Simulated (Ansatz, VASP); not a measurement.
TaN: VASP beside Ansatz

The input INCAR:

```
SYSTEM = TaN
PREC     = Accurate       ! precision mode
ENCUT    = 600            ! plane-wave cutoff, eV
EDIFF    = 1E-7           ! SCF threshold, eV
ISMEAR   = 0              ! smearing method
SIGMA    = 0.1            ! smearing width, eV
LREAL    = .FALSE.        ! projectors in reciprocal space
LASPH    = .TRUE.         ! aspherical terms in the spheres
NELM     = 100            ! most SCF steps
ALGO     = Normal         ! electronic algorithm
ISIF     = 3              ! what is computed and relaxed
LWAVE    = .FALSE.        ! write WAVECAR
LCHARG   = .FALSE.        ! write CHGCAR
GGA      = PS             ! functional
IVDW     = 12             ! dispersion correction
IBRION   = 2              ! ionic algorithm
NSW      = 100            ! ionic steps
EDIFFG   = -0.002         ! ionic threshold
```

The input KPOINTS:

```
regular mesh
0
G
  18 18 14
  0 0 0
```

File POSCAR:

```
TaN
1.0
    2.9045369037      0.0000000000      0.0000000000
   -1.4522684518      2.5154027448      0.0000000000
    0.0000000000      0.0000000000      2.8551817888
Ta N
1 1
Direct
    0.0000000000      0.0000000000      0.0000000000
    0.3333333333      0.6666666667      0.5000000000
```

Input for Ansatz:

```yaml
crystal:
  lattice:
    - [2.9045369037, 0.0, 0.0]
    - [-1.4522684518, 2.5154027448, 0.0]
    - [0.0, 0.0, 2.8551817888]
  atoms:
    - { symbol: Ta, position: [0.0, 0.0, 0.0] }
    - { symbol: "N", position: [0.3333333333, 0.6666666667, 0.5] }
basis:
  ecutwfc: 420
kpoints:
  mp_grid: { grid: [18, 18, 14] }
hamiltonian:
  xc: pbesol
  dispersion: d3bj
  pseudopotentials: { kind: paw, azcp: { folder: soft_1 } }
scf:
  occupations: { method: gaussian, width: 0.1 }
output:
  forces: true
  stress: true
  eigenvalues: true
  write_density: true
  write_potential: true
  elf: true
  volumetric_format: npy
relax:
  adjacent_minimum: "off"
  f_tol: 0.002
  max_steps: 80
  cell: { stress_tol: 0.02 }
```

Alike in both runs: task relaxation of cell and atoms; functional PBEsol; dispersion D3(BJ); k mesh 18 × 18 × 14; occupations gaussian, width 0.1 eV; no spin polarisation.

|  | VASP | Ansatz |
| --- | --- | --- |
| version | VASP 6.6.1 | Ansatz 0.2.0 |
| potentials or method | VASP PAW PBE potentials, release 64 (Ta_pv, N), cutoff 600 eV | scalar-relativistic, plane waves, PAW |
| valence electrons in the cell | 16 | 18 |

Ansatz gave:

| Property | Result |
| --- | --- |
| gap on the k mesh at the Fermi level, each at its own relaxed structure (eV) | none |
| relaxed volume (Å³/atom) | 10.42 |
| relaxed cell length with the largest relative difference (Å) | 2.854 |

Problem. Which values does VASP return?

Solution. gap on the k mesh at the Fermi level, each at its own relaxed structure (eV): none; relaxed volume (Å³/atom): 10.44; relaxed cell length with the largest relative difference (Å): 2.857.

VASP's potentials were made for PBE, not for PBEsol, and Ansatz warns of the same on its side. A gap of «none» marks a metal or a gap that the smearing closes. VASP's potentials hold 16 valence electrons a cell and Ansatz's 18, so a difference there can come from the potentials and not from the codes.

Neither program's run includes spin-orbit coupling.
